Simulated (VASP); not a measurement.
# ZrB (Fm-3m) in VASP: a series of runs

Aim: see how the results for ZrB move with the level of theory and the settings. Levels: revPBE, BLYP, r2SCAN. Tasks: single point.

All numbers are computed with VASP 6.6.1; they aren't measurements. Logs are shortened: lines on timing, memory, paths and dates and some standing lists are left out, and cuts for length are marked.

### 1 The cell of the first run

It takes space group Fm-3m (No. 225, cubic). The conventional cell has a = 4.924 Å, b = 4.924 Å, c = 4.924 Å, α = 90.00°, β = 90.00°, γ = 90.00°. Zr (site symmetry m-3m) has 6 B at 2.46 Å within 3.3 Å. Within 3.3 Å of B (site symmetry m-3m) lie 6 Zr at 2.46 Å.

### 2 Single point, revPBE

INCAR

```
ALGO = Normal
EDIFF = 1E-6
ENCUT = 520
GGA = RE
ISIF = 2
ISMEAR = -1
LASPH = True
LCHARG = True
LELF = True
LREAL = False
LVHAR = True
LWAVE = False
NBANDS = 14
NELM = 100
PREC = Accurate
SIGMA = 0.05
```

KPOINTS

```
k-points
0
Gamma
  10 10 10
```

POSCAR

```
ZrB
1.0
    0.0000000000      2.4621260783      2.4621260783
    2.4621260783      0.0000000000      2.4621260783
    2.4621260783      2.4621260783      0.0000000000
Zr B
1 1
Direct
    0.0000000000      0.0000000000      0.0000000000
    0.5000000000      0.5000000000      0.5000000000
```

Potentials or basis: VASP PAW PBE potentials, release 64 (Zr_sv, B).

Launch:

```
cat potpaw_PBE.64/Zr_sv/POTCAR potpaw_PBE.64/B/POTCAR > POTCAR
mpirun -np 1 vasp_std > vasp.out
```

OUTCAR:

```text
EDIFF = 1E-6
   ENCUT = 520
   GGA = RE
   ISIF = 2
   ISMEAR = -1
   LASPH = True
   LREAL = False
   NELM = 100
   PREC = Accurate

 ion  position               nearest neighbor table
   1  0.000  0.000  0.000-   2 2.46   2 2.46   2 2.46   2 2.46   2 2.46   2 2.46
   2  0.500  0.500  0.500-   1 2.46   1 2.46   1 2.46   1 2.46   1 2.46   1 2.46

  LATTYP: Found a face centered cubic cell.
 ALAT       =     4.9242521566

  Lattice vectors:

 A1 = (   0.0000000000,   2.4621260783,   2.4621260783)
 A2 = (   2.4621260783,   0.0000000000,   2.4621260783)
 A3 = (   2.4621260783,   2.4621260783,   0.0000000000)

Analysis of symmetry for initial positions (statically):
=====================================================================
 Subroutine PRICEL returns:
 Original cell was already a primitive cell.

 Routine SETGRP: Setting up the symmetry group for a
 face centered cubic supercell.

 Subroutine GETGRP returns: Found 48 space group operations
 (whereof 48 operations were pure point group operations)
 out of a pool of 48 trial point group operations.

The static configuration has the point symmetry O_h .

Analysis of symmetry for dynamics (positions and initial velocities):
=====================================================================
 Subroutine PRICEL returns:
 Original cell was already a primitive cell.

 Routine SETGRP: Setting up the symmetry group for a
 face centered cubic supercell.

 Subroutine GETGRP returns: Found 48 space group operations
 (whereof 48 operations were pure point group operations)
 out of a pool of 48 trial point group operations.

The dynamic configuration has the point symmetry O_h .

 Subroutine INISYM returns: Found 48 space group operations
 (whereof 48 operations are pure point group operations),
 and found     1 'primitive' translations

----------------------------------------------------------------------------------------

                                     Primitive cell

  volume of cell :      29.8511

  direct lattice vectors                    reciprocal lattice vectors
     0.000000000  2.462126078  2.462126078    -0.203076522  0.203076522  0.203076522
     2.462126078  0.000000000  2.462126078     0.203076522 -0.203076522  0.203076522
     2.462126078  2.462126078  0.000000000     0.203076522  0.203076522 -0.203076522

  length of vectors
[... 84 lines left out ...]
   EDIFFG = 0.1E-04   stopping-criterion for IOM
   NSW    =      0    number of steps for IOM
   IBRION =     -1    ionic relax: 0-MD 1-quasi-New 2-CG
   NFREE  =      0    steps in history (QN), initial steepest desc. (CG)
   ISIF   =      2    stress and relaxation
   ISYM   =      2    0-nonsym 1-usesym 2-fastsym
   POTIM  = 0.5000    time-step for ionic-motion
   TEBEG  =    0.0;   TEEND  =   0.0 temperature during run
   PSTRESS=    0.0 pullay stress
   NELECT =      15.0000    total number of electrons
   NUPDOWN=      -1.0000    fix difference up-down
   EMIN   =  10.00;   EMAX   =-10.00  energy-range for DOS
   EFERMI =   0.00;   METHOD = LEGACY
   ISMEAR =    -1;   SIGMA  =   0.05  broadening in eV -4-tet -1-fermi 0-gaus
   EFERMI_NEDOS =   21; number of points for ismear=-14 and -15
   IALGO  =     38    algorithm
   IMIX   =      4    mixing-type and parameters
     AMIX     =   0.40;   BMIX     =  1.00
     AMIX_MAG =   1.60;   BMIX_MAG =  1.00
  volume/ion in A,a.u.               =      14.93       100.72
  Fermi-wavevector in a.u.,A,eV,Ry     =   1.301522  2.459521 23.047731  1.693960
  Thomas-Fermi vector in A             =   2.432650
   LORBIT       =      0    0 simple, 1 ext, 2 COOP (PROOUT), +10 PAW based schemes
   GGA     = RE    functional components
   LHFCALC =     F    Hartree Fock is set to
   AEXX    =    0.0000 exact exchange contribution
   IVDW    =     0    specifies the selected vdW correction
   LEPSILON=     F    determine dielectric tensor
   LRPA    =     F    only Hartree local field effects (RPA)
 non-spin polarized calculation
  energy-cutoff  :      520.00
  volume of cell :       29.85
 maximum number of plane-waves:       821
 NGX is ok and might be reduce to    28
   NGX = 13   NGY = 13   NGZ = 13

 number of electron      15.0000000 magnetization

 Free energy of the ion-electron system (eV)
  ---------------------------------------------------
  ext. energy  EPLUGINS =         0.00000000
  ---------------------------------------------------
  free energy    TOTEN  =       -15.43755460 eV

  energy without entropy =      -15.42482103  energy(sigma->0) =      -15.43118782

 E-fermi :   7.3988     XC(G=0): -11.3760

 val. band max:        7.3591638969   @ k =   0.5000   0.3000   0.1000
 cond. band min:       7.4004267143   @ k =  -0.2000   0.1000   0.0000
 fundamental gap:      0.0412628173
 Fermi energy:         7.3988104553

 k-point     1 :       0.0000    0.0000    0.0000
  band No.  band energies     occupation
      1     -40.1557      2.00000
      2     -17.9843      2.00000
      3     -17.9843      2.00000
      4     -17.9843      2.00000
      5      -0.6326      2.00000
      6       9.1450      0.00000
      7       9.1450      0.00000
      8       9.1450      0.00000
      9      10.4953      0.00000
     10      10.4953      0.00000
     11      10.8132      0.00000
     12      10.8132      0.00000
     13      10.8132      0.00000
     14      18.0298      0.00000
[... 377 lines left out ...]
      1     -40.0975      2.00000
      2     -18.3614      2.00000
      3     -18.1375      2.00000
      4     -18.1218      2.00000
      5       1.4246      2.00000
      6       5.6896      2.00000
      7       6.8770      1.99994
      8       8.5009      0.00000
      9       9.2074      0.00000
     10      12.0213      0.00000
     11      13.3410      0.00000
     12      13.5791      0.00000
     13      16.8470      0.00000
     14      19.0567      0.00000

 [... further k-points ...]
[... 5 lines left out ...]
  --------------------------------------------------------------------------------------
  -------------------------------------------------------------------------------------
  Total        0.0120744      0.0120744      0.0120744     -0.0000000      0.0000000     -0.0000000
  in kB        0.6480622      0.6480622      0.6480622     -0.0000000      0.0000000     -0.0000000
  external PRESSURE =       0.6480622 kB  Pullay stress =       0.0000000 kB

 VOLUME and BASIS-vectors are now :
 -----------------------------------------------------------------------------
  energy-cutoff  :      520.00
  volume of cell :       29.85
      direct lattice vectors                 reciprocal lattice vectors
     0.000000000  2.462126078  2.462126078    -0.203076522  0.203076522  0.203076522
     2.462126078  0.000000000  2.462126078     0.203076522 -0.203076522  0.203076522
     2.462126078  2.462126078  0.000000000     0.203076522  0.203076522 -0.203076522

 POSITION                                       TOTAL-FORCE (eV/Angst)
 -----------------------------------------------------------------------------------
      0.00000      0.00000      0.00000        -0.000000     -0.000000     -0.000000
      2.46213      2.46213      2.46213         0.000000      0.000000      0.000000
 -----------------------------------------------------------------------------------
    total drift:                               -0.000000      0.000000      0.000000

  FREE ENERGIE OF THE ION-ELECTRON SYSTEM (eV)
  ---------------------------------------------------
  free  energy   TOTEN  =       -15.4375546019 eV

  energy  without entropy=      -15.4248210303  energy(sigma->0) =      -15.43118782
```

Wall time 23 s (1 thread of Intel Xeon 6975P-C, shared host); peak memory 0.17 GiB.

What came out:

| Quantity | Value |
| --- | --- |
| Free energy | -15.4376 eV |
| Pressure | 0.1 GPa |

Caveat: the PAW data sets were made with another functional, which shifts forces and pressure a little.

### 3 Single point, BLYP

This run uses another cell than the first one, of 15.27 Å³/atom, 1.023 times its volume.

INCAR

```
SYSTEM = ZrB
PREC     = Accurate       ! precision mode
ENCUT    = 520            ! plane-wave cutoff, eV
EDIFF    = 1E-7           ! SCF threshold, eV
ISMEAR   = -1             ! smearing method
SIGMA    = 0.05           ! smearing width, eV
LREAL    = .False.        ! projectors in reciprocal space
LASPH    = .True.         ! aspherical terms in the spheres
NELM     = 100            ! most SCF steps
ALGO     = Normal         ! electronic algorithm
ISIF     = 2              ! what is computed and relaxed
LWAVE    = .False.        ! write WAVECAR
LCHARG   = .False.        ! write CHGCAR
GGA      = B5             ! functional
ALDAX    = 1.0          
AGGAX    = 1.0          
AGGAC    = 1.0          
ALDAC    = 0.0          
NBANDS   = 14             ! bands
```

KPOINTS

```
Automatic mesh
0
Gamma
  10 10 10
  0 0 0
```

POSCAR

```
ZrB
1.0
    0.0000000000      2.4807722201      2.4807722201
    2.4807722201      0.0000000000      2.4807722201
    2.4807722201      2.4807722201      0.0000000000
Zr B
1 1
Direct
    0.0000000000      0.0000000000      0.0000000000
    0.5000000000      0.5000000000      0.5000000000
```

Potentials or basis: VASP PAW PBE potentials, release 64 (Zr_sv, B).

Launch:

```
cat potpaw_PBE.64/Zr_sv/POTCAR potpaw_PBE.64/B/POTCAR > POTCAR
mpirun -np 1 vasp_std > vasp.out
```

It took 25 s on 1 thread of Intel Xeon 6975P-C, shared host; peak memory 0.17 GiB.

It converged, with:

| Quantity | Value |
| --- | --- |
| Free energy | -14.2131 eV |
| Pressure | 0.3 GPa |

Levels at points of the mesh, in eV from the Fermi level:
```csv
k point,band 4,band 5,band 6,band 7,band 8,band 9,band 10,band 11,band 12,band 13
"(0.00, 0.00, 0.00)",-25.58,-7.84,1.70,1.70,1.70,2.96,2.96,3.26,3.26,3.26
"(0.50, 0.00, 0.00)",-25.63,-4.25,-3.58,-1.14,-1.14,4.50,4.50,5.71,7.62,10.66
"(0.50, 0.50, 0.00)",-25.74,-6.03,-0.72,-0.60,1.95,1.95,4.25,5.33,5.33,8.11
```

Caveat: the PAW data sets were made with another functional, which shifts forces and pressure a little.

### 4 Single point, r2SCAN

This run uses another cell than the first one, of 14.82 Å³/atom, 0.993 times its volume.

POSCAR

```
ZrB
1.0
    0.0000000000      2.4561341590      2.4561341590
    2.4561341590      0.0000000000      2.4561341590
    2.4561341590      2.4561341590      0.0000000000
Zr B
1 1
Direct
    0.0000000000      0.0000000000      0.0000000000
    0.5000000000      0.5000000000      0.5000000000
```

INCAR.step1

```
SYSTEM = ZrB
PREC = Accurate ; ENCUT = 520
ISMEAR = -1 ; SIGMA = 0.05
LREAL = .False. ; LASPH = .True.
NELM = 60 ; NBANDS = 14
GGA = PE ; ALGO = Normal
EDIFF = 1E-4 ; LWAVE = .True.
LCHARG = .False.
```

INCAR.step2

```
SYSTEM = ZrB
PREC = Accurate ; ENCUT = 520
EDIFF = 1E-7 ; ISMEAR = -1
SIGMA = 0.05 ; LREAL = .False.
LASPH = .True. ; NELM = 60
ALGO = Normal ; ISIF = 2
LWAVE = .False. ; LCHARG = .False.
METAGGA = R2SCAN ; LMIXTAU = .True.
NBANDS = 14 ; ISTART = 1
```

KPOINTS is that of step 3.

Potentials or basis: VASP PAW PBE potentials, release 64 (Zr_sv, B).

Launch:

```
cat potpaw_PBE.64/Zr_sv/POTCAR potpaw_PBE.64/B/POTCAR > POTCAR
cp INCAR.step1 INCAR
mpirun -np 1 vasp_std > vasp.out
cp INCAR.step2 INCAR
mpirun -np 1 vasp_std > vasp.out
```

OUTCAR:

```text
SYSTEM = ZrB
   PREC = Accurate
   ENCUT = 520
   EDIFF = 1E-7
   ISMEAR = -1
   LREAL = .False.
   LASPH = .True.
   NELM = 60
   ISIF = 2
   METAGGA = R2SCAN
   ISTART = 1

 ion  position               nearest neighbor table
   1  0.000  0.000  0.000-   2 2.46   2 2.46   2 2.46   2 2.46   2 2.46   2 2.46
   2  0.500  0.500  0.500-   1 2.46   1 2.46   1 2.46   1 2.46   1 2.46   1 2.46

  LATTYP: Found a face centered cubic cell.
 ALAT       =     4.9122683180

  Lattice vectors:

 A1 = (   0.0000000000,   2.4561341590,   2.4561341590)
 A2 = (   2.4561341590,   0.0000000000,   2.4561341590)
 A3 = (   2.4561341590,   2.4561341590,   0.0000000000)

Analysis of symmetry for initial positions (statically):
=====================================================================
 Subroutine PRICEL returns:
 Original cell was already a primitive cell.

 Routine SETGRP: Setting up the symmetry group for a
 face centered cubic supercell.

 Subroutine GETGRP returns: Found 48 space group operations
 (whereof 48 operations were pure point group operations)
 out of a pool of 48 trial point group operations.

The static configuration has the point symmetry O_h .

Analysis of symmetry for dynamics (positions and initial velocities):
=====================================================================
 Subroutine PRICEL returns:
 Original cell was already a primitive cell.

 Routine SETGRP: Setting up the symmetry group for a
 face centered cubic supercell.

 Subroutine GETGRP returns: Found 48 space group operations
 (whereof 48 operations were pure point group operations)
 out of a pool of 48 trial point group operations.

The dynamic configuration has the point symmetry O_h .

 Subroutine INISYM returns: Found 48 space group operations
 (whereof 48 operations are pure point group operations),
 and found     1 'primitive' translations

----------------------------------------------------------------------------------------

[... 116 lines left out ...]
   LORBIT       =      0    0 simple, 1 ext, 2 COOP (PROOUT), +10 PAW based schemes
   METAGGA = R2SCAN    functional components
   LHFCALC =     F    Hartree Fock is set to
   AEXX    =    0.0000 exact exchange contribution
   IVDW    =     0    specifies the selected vdW correction
   LEPSILON=     F    determine dielectric tensor
   LRPA    =     F    only Hartree local field effects (RPA)
 non-spin polarized calculation
  energy-cutoff  :      520.00
  volume of cell :       29.63
 maximum number of plane-waves:       821
 NGX is ok and might be reduce to    28
   NGX = 13   NGY = 13   NGZ = 13

 number of electron      15.0000000 magnetization

 Free energy of the ion-electron system (eV)
  ---------------------------------------------------
  ext. energy  EPLUGINS =         0.00000000
  ---------------------------------------------------
  free energy    TOTEN  =       -30.98258263 eV

  energy without entropy =      -30.97077347  energy(sigma->0) =      -30.97667805

 E-fermi :   7.4207     XC(G=0): -12.2748

 val. band max:        7.4084935360   @ k =   0.3000   0.2000   0.0000
 cond. band min:       7.4431112430   @ k =   0.3000   0.3000   0.0000
 fundamental gap:      0.0346177069
 Fermi energy:         7.4206960372

 k-point     1 :       0.0000    0.0000    0.0000
  band No.  band energies     occupation
      1     -41.7551      2.00000
      2     -18.8781      2.00000
      3     -18.8781      2.00000
      4     -18.8781      2.00000
      5      -1.1964      2.00000
      6       9.4046      0.00000
      7       9.4046      0.00000
      8       9.4046      0.00000
      9      10.6821      0.00000
     10      10.6821      0.00000
     11      11.0003      0.00000
     12      11.0003      0.00000
     13      11.0003      0.00000
     14      18.5764      0.00000
[... 377 lines left out ...]
      1     -41.6893      2.00000
      2     -19.2881      2.00000
      3     -19.0435      2.00000
      4     -19.0263      2.00000
      5       0.9530      2.00000
      6       5.5529      2.00000
      7       6.9250      1.99990
      8       8.5698      0.00000
      9       9.3505      0.00000
     10      12.3118      0.00000
     11      13.8037      0.00000
     12      14.0270      0.00000
     13      17.4081      0.00000
     14      19.9980      0.00000

 [... further k-points ...]
[... 5 lines left out ...]
  --------------------------------------------------------------------------------------
  -------------------------------------------------------------------------------------
  Total        0.0102129      0.0102129      0.0102129      0.0000000     -0.0000000      0.0000000
  in kB        0.5521697      0.5521697      0.5521697      0.0000000     -0.0000000      0.0000000
  external PRESSURE =       0.5521697 kB  Pullay stress =       0.0000000 kB

 VOLUME and BASIS-vectors are now :
 -----------------------------------------------------------------------------
  energy-cutoff  :      520.00
  volume of cell :       29.63
      direct lattice vectors                 reciprocal lattice vectors
     0.000000000  2.456134159  2.456134159    -0.203571942  0.203571942  0.203571942
     2.456134159  0.000000000  2.456134159     0.203571942 -0.203571942  0.203571942
     2.456134159  2.456134159  0.000000000     0.203571942  0.203571942 -0.203571942

 POSITION                                       TOTAL-FORCE (eV/Angst)
 -----------------------------------------------------------------------------------
      0.00000      0.00000      0.00000         0.000000      0.000000      0.000000
      2.45613      2.45613      2.45613        -0.000000     -0.000000     -0.000000
 -----------------------------------------------------------------------------------
    total drift:                               -0.000000      0.000000      0.000000

  FREE ENERGIE OF THE ION-ELECTRON SYSTEM (eV)
  ---------------------------------------------------
  free  energy   TOTEN  =       -30.9825826349 eV

  energy  without entropy=      -30.9707734739  energy(sigma->0) =      -30.97667805
```

OUTCAR.step1:

```text
SYSTEM = ZrB
   PREC = Accurate
   ENCUT = 520
   ISMEAR = -1
   LREAL = .False.
   LASPH = .True.
[... 629 lines left out ...]
      0.00000      0.00000      0.00000         0.000000      0.000000      0.000000
      2.45613      2.45613      2.45613        -0.000000     -0.000000     -0.000000
 -----------------------------------------------------------------------------------
    total drift:                               -0.000000      0.000000      0.000000

  FREE ENERGIE OF THE ION-ELECTRON SYSTEM (eV)
  ---------------------------------------------------
  free  energy   TOTEN  =       -16.0052231905 eV

  energy  without entropy=      -15.9926482365  energy(sigma->0) =      -15.99893571
```

OSZICAR.step1:

```text
N       E                     dE             d eps       ncg     rms          rms(c)
DAV:   1     0.936853211263E+02    0.93685E+02   -0.78024E+03  1316   0.102E+03
DAV:   2    -0.138297316393E+02   -0.10752E+03   -0.10231E+03  1682   0.280E+02
DAV:   3    -0.178302520442E+02   -0.40005E+01   -0.39571E+01  2026   0.442E+01
DAV:   4    -0.179138111027E+02   -0.83559E-01   -0.83532E-01  1586   0.605E+00
DAV:   5    -0.179153025958E+02   -0.14915E-02   -0.14914E-02  1960   0.622E-01    0.167E+01
DAV:   6    -0.160077122747E+02    0.19076E+01   -0.28811E+00  1502   0.145E+01    0.562E+00
DAV:   7    -0.160047693255E+02    0.29429E-02   -0.24885E-01  1768   0.347E+00    0.268E+00
DAV:   8    -0.160059101101E+02   -0.11408E-02   -0.35380E-02  1636   0.153E+00    0.325E-01
DAV:   9    -0.160051429757E+02    0.76713E-03   -0.41565E-03  1548   0.383E-01    0.167E-01
DAV:  10    -0.160052231905E+02   -0.80215E-04   -0.58212E-04  1520   0.268E-01
   1 F= -.16005223E+02 E0= -.15998936E+02  d E =-.125750E-01
```

Wall time 93 s (1 thread of Intel Xeon 6975P-C, shared host); peak memory 0.18 GiB.

What came out:

- Free energy: -30.9826 eV
- Pressure: 0.1 GPa

Levels at points of the mesh, in eV from the Fermi level:
| k point | band 5 | band 6 | band 7 | band 8 | band 9 | band 10 | band 11 | band 12 |
| --- | --- | --- | --- | --- | --- | --- | --- | --- |
| (0.00, 0.00, 0.00) | -8.62 | 1.98 | 1.98 | 1.98 | 3.26 | 3.26 | 3.58 | 3.58 |
| (0.50, 0.00, 0.00) | -4.67 | -3.98 | -1.23 | -1.23 | 5.14 | 5.14 | 6.49 | 7.79 |
| (0.50, 0.50, 0.00) | -6.61 | -0.96 | -0.70 | 2.10 | 2.10 | 4.70 | 6.08 | 6.08 |

Caveat: the PAW data sets were made with another functional, which shifts forces and pressure a little.

### 5 Overview

```csv
level,cell,gap on the mesh (eV),pressure (GPa)
revPBE,"a = 3.482 Å, angles 60.0°, 2 atoms",none,0.1
BLYP,"a = 3.508 Å, angles 60.0°, 2 atoms",none,0.3
r2SCAN,"a = 3.473 Å, angles 60.0°, 2 atoms",none,0.1
```

Alike in all rows: task single point; potentials or basis VASP PAW PBE potentials, release 64 (Zr_sv, B); no spin polarisation; k mesh 10 × 10 × 10; cutoff (eV) 520; smearing fermi-dirac 0.05 eV.

Caveats: the PAW data sets were made with another functional, which shifts forces and pressure a little.

Absolute energies hang on the potentials; compare differences alone.
